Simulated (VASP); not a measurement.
Runs of VASP 6.6.1 on Ca3C5. The structure is that of space group F-43m (No. 216), or close to it. The cells are those of the table. 

| task | spin | cell | k mesh | cutoff (eV) | smearing | gap on the mesh (eV) | pressure (GPa) | largest force (eV/Å) |
| --- | --- | --- | --- | --- | --- | --- | --- | --- |
| single point | collinear, ferromagnetic start | a = 5.244 Å, angles 60.0°, 8 atoms | 4 × 4 × 4 | 520 | gaussian 0.1 eV | none | 366.7 | 227.76 |
| single point | off | a = 6.060 Å, angles 60.0°, 8 atoms | 6 × 6 × 6 | 520 | gaussian 0.02 eV | 0.67 | 0.2 | 0.03 |
| single point | off | a = 5.244 Å, angles 60.0°, 8 atoms | 4 × 4 × 4 | 520 | gaussian 0.1 eV | none | 366.7 | 227.76 |
| relaxation of cell and atoms | off | relaxed from a = 6.050 Å, angles 60.0°, 8 atoms | 6 × 6 × 6 | 600 | gaussian 0.02 eV | 0.67 | 0.0 | - |
| single point | off | a = 6.050 Å, angles 60.0°, 8 atoms | 4 × 4 × 4 | 520 | gaussian 0.1 eV | (a) | (b) | 0.02 |

Alike in all rows: level PBE; potentials or basis VASP PAW PBE potentials, release 64 (Ca_sv, C).

Task: Estimate the missing entries.

Result: (a) 0.63; (b) 0.5.

Caveats: some runs use coarse meshes; forces of over 1 eV/Å act on the atoms, so gaps and moduli don't describe the material at rest (some runs).

A k mesh can miss the band edges.

A gap of «none» marks levels without a gap at the run's occupations.
